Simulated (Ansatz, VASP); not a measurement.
**AlGeIr3 in VASP and in Ansatz**

The input INCAR:

```
ALGO = Fast
EDIFF = 1E-7
EDIFFG = -0.04
ENCUT = 600
GGA = PE
IBRION = 2
ISIF = 3
ISMEAR = 0
LASPH = True
LCHARG = False
LREAL = False
LWAVE = False
NELM = 60
NSW = 90
PREC = Accurate
SIGMA = 0.1
```

File KPOINTS:

```
k-points
0
Gamma
  4 4 4
```

Contents of POSCAR:

```
AlGeIr3
1.0
    4.0651960800      0.0000000000      0.0000000000
    0.0000000000      4.0651960800      0.0000000000
    0.0000000000      0.0000000000      4.0651960800
Al Ge Ir
1 1 3
Direct
    0.5000000000      0.5000000000      0.5000000000
    0.0000000000      0.0000000000      0.0000000000
    0.5000000000      0.5000000000      0.0000000000
    0.5000000000      0.0000000000      0.5000000000
    0.0000000000      0.5000000000      0.5000000000
```

Input for Ansatz:

```yaml
crystal:
  lattice:
    - [4.06519608, 0.0, 0.0]
    - [0.0, 4.06519608, 0.0]
    - [0.0, 0.0, 4.06519608]
  atoms:
    - { symbol: Al, position: [0.5, 0.5, 0.5] }
    - { symbol: Ge, position: [0.0, 0.0, 0.0] }
    - { symbol: Ir, position: [0.5, 0.5, 0.0] }
    - { symbol: Ir, position: [0.5, 0.0, 0.5] }
    - { symbol: Ir, position: [0.0, 0.5, 0.5] }
basis:
  ecutwfc: 420
kpoints:
  mp_grid: { grid: [4, 4, 4] }
hamiltonian:
  xc: pbe
scf:
  occupations: { method: gaussian, width: 0.1 }
  lower_state_search: "off"
output:
  forces: true
  stress: true
  eigenvalues: true
relax:
  adjacent_minimum: "off"
  f_tol: 0.04
  max_steps: 70
  cell: { stress_tol: 0.4 }
```

Change from the starting cell: species swapped into the CdNi3N type (Pm-3m, No. 221).

Alike in both runs: task relaxation of cell and atoms; functional PBE; k mesh 4 × 4 × 4; occupations gaussian, width 0.1 eV; no spin polarisation.

|  | VASP | Ansatz |
| --- | --- | --- |
| version | VASP 6.6.1 | Ansatz 0.2.0 |
| potentials or method | VASP PAW PBE potentials, release 64 (Al, Ge_d, Ir), cutoff 600 eV | scalar-relativistic, plane waves, PAW |
| valence electrons in the cell | 44 | 68 |

|  | VASP | Ansatz | Ansatz less VASP |
| --- | --- | --- | --- |
| gap on the k mesh at the Fermi level, each at its own relaxed structure (eV) | none | none | - |
| relaxed volume (Å³/atom) | 18.19 | 18.14 | -0.052 |
| relaxed cell length with the largest relative difference (Å) | 4.497 | 4.493 | -0.0043 |

A gap of «none» marks a metal or a gap that the smearing closes. VASP's potentials hold 44 valence electrons a cell and Ansatz's 68, so a difference there can come from the potentials and not from the codes.

The k mesh is coarse, so the values compare programs but aren't converged. Neither program's run includes spin-orbit coupling. Noted on VASP's run: the volume moved by over 15 % at a fixed basis, so the end points are rough.
